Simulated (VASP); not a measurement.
# FeO (R-3m) in VASP: notebook, part 2 of 2

VASP 6.6.1. Earlier steps stand in the parts before.

### 3 Single point, r2SCAN, collinear spin, ferromagnetic start

This run uses another cell than the first one, of 10.07 Å³/atom.

POSCAR reads:

```
FeO
1.0
    1.5188209023      0.8768916568      2.5195772846
   -1.5188209023      0.8768916568      2.5195772846
    0.0000000000     -1.7537833136      2.5195772846
Fe O
1 1
Direct
    0.0000000000      0.0000000000      0.0000000000
    0.5000000000      0.5000000000      0.5000000000
```

INCAR.step1 reads:

```
ALGO = Normal
EDIFF = 1E-5
ENCUT = 660
GGA = PE
GGA_COMPAT = False
ISMEAR = -1
ISPIN = 2
LASPH = True
LCHARG = False
LMAXMIX = 4
LREAL = False
LWAVE = True
MAGMOM = 3 0
NBANDS = 22
NELM = 200
PREC = Accurate
SIGMA = 0.05
```

INCAR.step2 reads:

```
ALGO = Normal
EDIFF = 1E-6
ENCUT = 660
GGA_COMPAT = False
ISIF = 2
ISMEAR = -1
ISPIN = 2
ISTART = 1
LASPH = True
LCHARG = False
LMAXMIX = 4
LMIXTAU = True
LORBIT = 11
LREAL = False
LWAVE = False
MAGMOM = 3 0
METAGGA = R2SCAN
NBANDS = 22
NELM = 200
PREC = Accurate
SIGMA = 0.05
```

KPOINTS reads:

```
k-points
0
Gamma
  9 9 9
```

Potentials or basis: VASP PAW PBE potentials, release 64 (Fe_sv, O).

The run is started by

```bash
> cat potpaw_PBE.64/Fe_sv/POTCAR potpaw_PBE.64/O/POTCAR > POTCAR
> cp INCAR.step1 INCAR
> mpirun -np 1 vasp_std > vasp.out
> cp INCAR.step2 INCAR
> mpirun -np 1 vasp_std > vasp.out
```

OUTCAR:

```text
EDIFF = 1E-6
   ENCUT = 660
   ISIF = 2
   ISMEAR = -1
   ISPIN = 2
   ISTART = 1
   LASPH = True
   LORBIT = 11
   LREAL = False
   METAGGA = R2SCAN
   NELM = 200
   PREC = Accurate

 ion  position               nearest neighbor table
   1  0.000  0.000  0.000-   2 2.16   2 2.16   2 2.16   2 2.16   2 2.16   2 2.16
   2  0.500  0.500  0.500-   1 2.16   1 2.16   1 2.16   1 2.16   1 2.16   1 2.16

  LATTYP: Found a trigonal (rhomboedric) cell.
 ALAT       =     3.0698575869
 COS(alpha) =     0.5104391626

  Lattice vectors:

 A1 = (   1.5188209023,   0.8768916568,   2.5195772846)
 A2 = (  -1.5188209023,   0.8768916568,   2.5195772846)
 A3 = (   0.0000000000,  -1.7537833136,   2.5195772846)

Analysis of symmetry for initial positions (statically):
=====================================================================
 Subroutine PRICEL returns:
 Original cell was already a primitive cell.

 Routine SETGRP: Setting up the symmetry group for a
[... 800 lines left out ...]
      4     -43.4820      1.00000
      5     -11.7216      1.00000
      6       6.0974      1.00000
[... 589 lines left out ...]
     21      40.4485      0.00000
     22      40.4619      0.00000

 [... further k-points ...]

------------------------ aborting loop because EDIFF is reached ----------------------------------------

  FORCE on cell =-STRESS in cart. coord.  units (eV):
  Direction    XX          YY          ZZ          XY          YZ          ZX
  --------------------------------------------------------------------------------------
  -------------------------------------------------------------------------------------
  Total       -1.0939009     -1.0939009     -1.2695555      0.0000000     -0.0000000      0.0000000
  in kB      -87.0476680    -87.0476680   -101.0254585      0.0000000     -0.0000000      0.0000000
  external PRESSURE =     -91.7069315 kB  Pullay stress =       0.0000000 kB

 VOLUME and BASIS-vectors are now :
 -----------------------------------------------------------------------------
  energy-cutoff  :      660.00
  volume of cell :       20.13
      direct lattice vectors                 reciprocal lattice vectors
     1.518820902  0.876891657  2.519577285     0.329202738  0.190065290  0.132297324
    -1.518820902  0.876891657  2.519577285    -0.329202738  0.190065290  0.132297324
     0.000000000 -1.753783314  2.519577285     0.000000000 -0.380130579  0.132297324

 POSITION                                       TOTAL-FORCE (eV/Angst)
 -----------------------------------------------------------------------------------
      0.00000      0.00000      0.00000         0.000000     -0.000000      0.000000
      0.00000      0.00000      3.77937        -0.000000      0.000000     -0.000000
 -----------------------------------------------------------------------------------
    total drift:                                0.000000      0.000000      0.000000

  FREE ENERGIE OF THE ION-ELECTRON SYSTEM (eV)
  ---------------------------------------------------
  free  energy   TOTEN  =       -22.9326862207 eV

  energy  without entropy=      -22.9226841562  energy(sigma->0) =      -22.92768519

 total charge

# of ion       s       p       d       tot
------------------------------------------
    1        2.096   6.002   5.518  13.616
    2        1.553   3.481   0.000   5.034
--------------------------------------------------
tot          3.649   9.484   5.518  18.650

 magnetization (x)

# of ion       s       p       d       tot
------------------------------------------
    1        0.014   0.009   3.536   3.559
    2        0.031   0.244   0.000   0.274
--------------------------------------------------
tot          0.045   0.253   3.536   3.834
```

It took 8.5 min on 1 thread of AMD EPYC 7R43 (Zen 3), shared host; peak memory 0.2 GiB.

What came out:

```
Free energy                                           : -22.9327 eV
Pressure                                              : -9.2 GPa
Band gap on the k mesh                                : zero (filled and empty bands overlap)
Net moment                                            : 4.00 μB per cell
Site moments                                          : Fe +3.56; O +0.27 μB
Valence electrons inside the program's atomic spheres : Fe 13.62; O 5.03
```

Stress tensor (GPa, compression positive):
```
 -8.70   0.00   0.00
  0.00  -8.70   0.00
  0.00   0.00 -10.10
```

Caveat: the cell stands under tension; the PAW data sets were made with another functional, which shifts forces and pressure a little; a cell with one magnetic atom can't hold antiferromagnetic order, which such compounds often take; semilocal functionals often make such compounds metallic where correlation or magnetic order opens a gap, which also shifts bond lengths. With open d or f shells a metallic result of r2SCAN can be an artefact of self-interaction; +U or a hybrid may open a gap.

### 4 Single point, LDA, collinear spin, ferromagnetic start (9.46 Å³/atom)

This run uses another cell than the first one, of 9.46 Å³/atom.

INCAR reads:

```
ALGO     = Normal         # electronic algorithm
EDIFF    = 1E-7           # SCF threshold, eV
ENCUT    = 520            # plane-wave cutoff, eV
ISIF     = 2              # what is computed and relaxed
ISMEAR   = -1             # smearing method
ISPIN    = 2              # spin polarisation
LASPH    = True           # aspherical terms in the spheres
LCHARG   = True           # write CHGCAR
LELF     = True           # ELF
LMAXMIX  = 4              # l up to which the mixer works
LORBIT   = 11             # projections on sites
LREAL    = False          # projectors in reciprocal space
LVHAR    = True         
LWAVE    = False          # write WAVECAR
MAGMOM   = 3 0            # initial moments
NBANDS   = 18             # bands
NELM     = 150            # most SCF steps
PREC     = Accurate       # precision mode
SIGMA    = 0.05           # smearing width, eV
```

KPOINTS reads:

```
k-points
0
Gamma
  11 11 11
```

POSCAR reads:

```
FeO
1.0
    1.4878158575      0.8589908858      2.4681429078
   -1.4878158575      0.8589908858      2.4681429078
    0.0000000000     -1.7179817717      2.4681429078
Fe O
1 1
Direct
    0.0000000000      0.0000000000      0.0000000000
    0.5000000000      0.5000000000      0.5000000000
```

Potentials or basis: VASP PAW LDA potentials, release 64 (Fe, O).

The run is started by

```bash
> cat potpaw_LDA.64/Fe/POTCAR potpaw_LDA.64/O/POTCAR > POTCAR
> mpirun -np 1 vasp_std > vasp.out
```

It took 67 s on 1 thread of AMD EPYC 9R45 (Zen 5), shared host; peak memory 0.17 GiB.

It converged, with:

| Property | Result |
| --- | --- |
| Free energy | -16.4815 eV |
| Pressure | -6.7 GPa |
| Net moment | 3.88 μB per cell |
| Site moments | Fe +3.48; O +0.30 μB |
| Valence electrons inside the program's atomic spheres | Fe 6.87; O 4.98 |

Stress tensor (GPa, compression positive):
```
-6.40  0.00  0.00
 0.00 -6.40  0.00
 0.00  0.00 -7.22
```

Levels at points of the mesh, in eV from the Fermi level:
Spin up:
```
           k point  band 7  band 8  band 9  band 10  band 11  band 12
(0.00, 0.00, 0.00)   -3.61   -3.32   -3.32     0.58    15.60    17.22
```
Spin down:
| k point | band 2 | band 3 | band 4 | band 5 | band 6 | band 7 | band 8 | band 9 |
| --- | --- | --- | --- | --- | --- | --- | --- | --- |
| (0.00, 0.00, 0.00) | -3.45 | -3.34 | -3.34 | -0.92 | -0.83 | -0.83 | -0.08 | -0.08 |

Caveat: the cell stands under tension; a cell with one magnetic atom can't hold antiferromagnetic order, which such compounds often take; semilocal functionals often make such compounds metallic where correlation or magnetic order opens a gap, which also shifts bond lengths. With open d or f shells a metallic result of LDA can be an artefact of self-interaction; +U or a hybrid may open a gap.

### 5 Single point, LDA, collinear spin, ferromagnetic start (9.66 Å³/atom)

This run uses another cell than the first one, of 9.66 Å³/atom.

INCAR reads:

```
  PREC = Accurate
  ENCUT = 520
  EDIFF = 1E-6
  ISMEAR = -1
  SIGMA = 0.05
  LREAL = False
  LASPH = True
  NELM = 150
  ALGO = Normal
  ISIF = 2
  LWAVE = False
  LCHARG = False
  ISPIN = 2
  MAGMOM = 3 0
  LORBIT = 11
  LMAXMIX = 4
  GGA = CA
  NBANDS = 18
```

KPOINTS reads:

```
Automatic mesh
0
Gamma
  11 11 11
```

POSCAR reads:

```
FeO
1.0
    1.4982937792      0.8650403168      2.4855247686
   -1.4982937792      0.8650403168      2.4855247686
    0.0000000000     -1.7300806335      2.4855247686
Fe O
1 1
Direct
    0.0000000000      0.0000000000      0.0000000000
    0.5000000000      0.5000000000      0.5000000000
```

The run is started by

```bash
> cat potpaw_LDA.64/Fe/POTCAR potpaw_LDA.64/O/POTCAR > POTCAR
> mpirun -np 1 vasp_std > vasp.out
```

Wall time 66 s (1 thread of AMD EPYC 9R45 (Zen 5), shared host); peak memory 0.16 GiB.

The run converged. Its results:

```yaml
Free_energy: -16.4612 eV
Pressure: -9.9 GPa
Net_moment: 3.94 μB per cell
Site_moments: Fe +3.53; O +0.31 μB
Valence_electrons_inside_the_program's_atomic_spheres: Fe 6.83; O 4.97
```

Stress tensor (GPa, compression positive):
```
 -9.59   0.00   0.00
  0.00  -9.59   0.00
  0.00   0.00 -10.52
```

Levels at points of the mesh, in eV from the Fermi level:
Spin up:
```
           k point  band 7  band 8  band 9  band 10  band 11  band 12
(0.00, 0.00, 0.00)   -3.61   -3.33   -3.33     0.45    15.53    17.04
```
Spin down:
```csv
k point,band 3,band 4,band 5,band 6,band 7,band 8
"(0.00, 0.00, 0.00)",-3.23,-3.23,-0.87,-0.78,-0.78,-0.05
```

Caveat: the cell stands under tension; a cell with one magnetic atom can't hold antiferromagnetic order, which such compounds often take; semilocal functionals often make such compounds metallic where correlation or magnetic order opens a gap, which also shifts bond lengths. With open d or f shells a metallic result of LDA can be an artefact of self-interaction; +U or a hybrid may open a gap.

### 6 Summary

| level | potentials or basis | cell | k mesh | cutoff (eV) | gap on the mesh (eV) | pressure (GPa) | moment (μB) |
| --- | --- | --- | --- | --- | --- | --- | --- |
| PBEsol | VASP PAW PBE potentials, release 64 (Fe, O) | a = 3.029 Å, angles 60.2°, 2 atoms | 11 × 11 × 11 | 520 | none | -5.7 | 4.00 |
| r2SCAN | VASP PAW PBE potentials, release 64 (Fe_sv, O) | a = 3.070 Å, angles 59.3°, 2 atoms | 9 × 9 × 9 | 660 | none | -9.2 | 4.00 |
| LDA | VASP PAW LDA potentials, release 64 (Fe, O) | a = 3.007 Å, angles 59.3°, 2 atoms | 11 × 11 × 11 | 520 | none | -6.7 | 3.88 |
| LDA | VASP PAW LDA potentials, release 64 (Fe, O) | a = 3.028 Å, angles 59.3°, 2 atoms | 11 × 11 × 11 | 520 | none | -9.9 | 3.94 |

Alike in all rows: task single point; spin collinear, ferromagnetic start; smearing fermi-dirac 0.05 eV.

Caveats: the cell stands under tension; a cell with one magnetic atom can't hold antiferromagnetic order, which such compounds often take; semilocal functionals often make such compounds metallic where correlation or magnetic order opens a gap, which also shifts bond lengths; the PAW data sets were made with another functional, which shifts forces and pressure a little (at least some runs).

Total energies depend on the potentials used, so only differences within one code and one set of settings carry meaning.
